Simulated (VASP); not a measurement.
**Pd: single point with BHLYP**

Pd:

```
Pd
1.0
     0.00000    1.94650    1.94650
     1.94650    0.00000    1.94650
     1.94650    1.94650    0.00000
Pd
1
Direct
  0.00000 0.00000 0.00000
```

```
Program             : VASP 6.6.1
Task                : single point
Functional          : BHLYP
Potentials or basis : VASP PAW PBE potentials, release 64 (Pd)
Cutoff              : 520 eV
k mesh              : 7 × 7 × 7
Occupations         : fermi-dirac, width 0.05 eV
Spin                : no spin polarisation
```

```
Pressure               : 9.7 GPa
Band gap on the k mesh : zero (band 5 reaches 9.78 eV, above the bottom of band 6 at 5.65 eV)
```

Levels at points of the mesh, in eV from the Fermi level:
| k point | band 3 | band 4 | band 5 | band 6 | band 7 | band 8 |
| --- | --- | --- | --- | --- | --- | --- |
| (0.00, 0.00, 0.00) | -4.99 | -4.99 | -3.58 | -3.58 | 21.03 | 26.06 |

It took 17 min on 1 thread of AMD EPYC 7R13 Processor (Zen 3) (shared host), peak memory 0.11 GiB.

Caveat: the k points lie up to 0.40 Å⁻¹ apart; the PAW data sets were made with another functional, which shifts forces and pressure a little.
